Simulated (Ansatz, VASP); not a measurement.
One calculation of GaP, two programs

File INCAR:

```
PREC = Accurate ; ENCUT = 500
EDIFF = 1E-6 ; ISMEAR = -1
SIGMA = 0.02 ; LREAL = False
LASPH = True ; NELM = 120
ALGO = Normal ; ISIF = 2
LWAVE = False ; LCHARG = True
GGA = PE ; LELF = True
LVHAR = True ; NBANDS = 16
GGA_COMPAT = False
```

KPOINTS

```
regular mesh
0
Gamma
  8 8 8
```

File POSCAR:

```
GaP
1.0
    0.0000000000      2.6981452958      2.7489810509
    2.6981452958      0.0000000000      2.7489810509
    2.6981452958      2.6981452958      0.0000000000
Ga P
1 1
Direct
    0.0000000000      0.0000000000      0.0000000000
    0.2500000000      0.2500000000      0.2500000000
```

Input for Ansatz:

```yaml
crystal:
  lattice:
    - [0.0, 2.6981452958, 2.7489810509]
    - [2.6981452958, 0.0, 2.7489810509]
    - [2.6981452958, 2.6981452958, 0.0]
  atoms:
    - { symbol: Ga, position: [0.0, 0.0, 0.0] }
    - { symbol: P, position: [0.25, 0.25, 0.25] }
kpoints:
  mp_grid: { grid: [8, 8, 8] }
  band_path:
    path:
      - [0.0, 0.0, 0.0]
      - [-0.5, -0.5, 0.0]
      - [-0.375, -0.375, 0.25]
      - [-0.375, 0.0, 0.375]
      - [0.0, 0.0, 0.5]
      - [-0.5, -0.25, 0.25]
      - [-0.45, -0.45, 0.0]
    npoints: 1
hamiltonian:
  xc: pbe
scf:
  occupations: { method: fermi_dirac, width: 0.02 }
  n_extra_bands: 4
output:
  forces: true
  stress: true
  eigenvalues: true
```

Change from the starting cell: epitaxial_xy strain -1.0%.

Alike in both runs: task single point; functional PBE; k mesh 8 × 8 × 8; occupations fermi-dirac, width 0.02 eV; no spin polarisation.

|  | VASP | Ansatz |
| --- | --- | --- |
| version | VASP 6.6.1 | Ansatz 0.2.0 |
| potentials or method | VASP PAW PBE potentials, release 64 (Ga_d, P) | plane waves, PAW |
| plane-wave cutoff (eV) | 500 | 420 |
| valence electrons in the cell | 18 | 18 |

```tsv
	VASP	Ansatz	Ansatz less VASP
gap on the k mesh at the Fermi level (eV)	1.53	1.53	0.000
pressure (GPa)	3.4	3.5	+0.10
traceless stress, the component that is largest in VASP (GPa)	-0.95	-0.95	+0.004
```
